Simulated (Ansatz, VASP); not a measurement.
Two plane-wave programs on Sn3S

File INCAR:

```
  PREC = Accurate
  ENCUT = 520
  EDIFF = 1E-6
  ISMEAR = 0
  SIGMA = 0.1
  LREAL = False
  LASPH = True
  NELM = 60
  ALGO = Normal
  ISIF = 2
  LWAVE = False
  LCHARG = False
  GGA = PS
  NBANDS = 32
```

Contents of KPOINTS:

```
regular mesh
0
Gamma
  10 10 10
```

POSCAR

```
Sn3S
1.0
    4.5986244512      0.0000000000      0.0000000000
    0.0000000000      4.5986244512      0.0000000000
    0.0000000000      0.0000000000      4.5986244512
Sn S
3 1
Direct
    0.0000000000      0.5000000000      0.5000000000
    0.5000000000      0.0000000000      0.5000000000
    0.5000000000      0.5000000000      0.0000000000
    0.0000000000      0.0000000000      0.0000000000
```

Input for Ansatz:

```yaml
crystal:
  lattice:
    - [4.5986244512, 0.0, 0.0]
    - [0.0, 4.5986244512, 0.0]
    - [0.0, 0.0, 4.5986244512]
  atoms:
    - { symbol: Sn, position: [0.0, 0.5, 0.5] }
    - { symbol: Sn, position: [0.5, 0.0, 0.5] }
    - { symbol: Sn, position: [0.5, 0.5, 0.0] }
    - { symbol: S, position: [0.0, 0.0, 0.0] }
basis:
  ecutwfc: 420
kpoints:
  mp_grid: { grid: [10, 10, 10] }
hamiltonian:
  xc: pbesol
scf:
  occupations: { method: gaussian, width: 0.1 }
output:
  forces: true
  stress: true
  eigenvalues: true
```

Alike in both runs: task single point; functional PBEsol; k mesh 10 × 10 × 10; occupations gaussian, width 0.1 eV; no spin polarisation.

|  | VASP | Ansatz |
| --- | --- | --- |
| version | VASP 6.6.1 | Ansatz 0.2.0 |
| potentials or method | VASP PAW PBE potentials, release 64 (Sn_d, S), cutoff 520 eV | scalar-relativistic, plane waves, PAW |
| valence electrons in the cell | 48 | 48 |

|  | VASP | Ansatz | Ansatz less VASP |
| --- | --- | --- | --- |
| gap on the k mesh at the Fermi level (eV) | none | none | - |
| pressure (GPa) | -0.4 | -0.4 | +0.04 |

VASP's potentials were made for PBE, not for PBEsol. A gap of «none» marks a metal or a gap that the smearing closes.
